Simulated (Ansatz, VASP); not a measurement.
## Pd in VASP and in Ansatz

```
CELL_PARAMETERS angstrom
0.00000 1.97077 1.97077
1.97077 0.00000 1.97077
1.97077 1.97077 0.00000
ATOMIC_POSITIONS crystal
Pd 0.00000 0.00000 0.00000
```

Alike in both runs: functional PBE; k mesh 12 × 12 × 12; occupations gaussian, width 0.1 eV; no spin polarisation.

Ansatz relaxed the structure, and its values are those at the end. VASP's run is a single point on that final structure, the one shown.

|  | VASP | Ansatz |
| --- | --- | --- |
| version | VASP 6.6.1 | Ansatz 0.2.0 |
| potentials or method | VASP PAW PBE potentials, release 64 (Pd) | scalar-relativistic, plane waves, PAW |
| plane-wave cutoff (eV) | 500 | 420 |
| valence electrons in the cell | 10 | 18 |

|  | VASP | Ansatz | Ansatz less VASP |
| --- | --- | --- | --- |
| gap on the k mesh at the Fermi level (eV) | none | none | - |
| pressure (GPa) | -0.2 | 0.0 | +0.24 |

A gap of «none» marks a metal or a gap that the smearing closes. The functional is the same, so the differences come from potentials, cutoffs and numerics. VASP's potentials hold 10 valence electrons a cell and Ansatz's 18, so a difference there can come from the potentials and not from the codes.
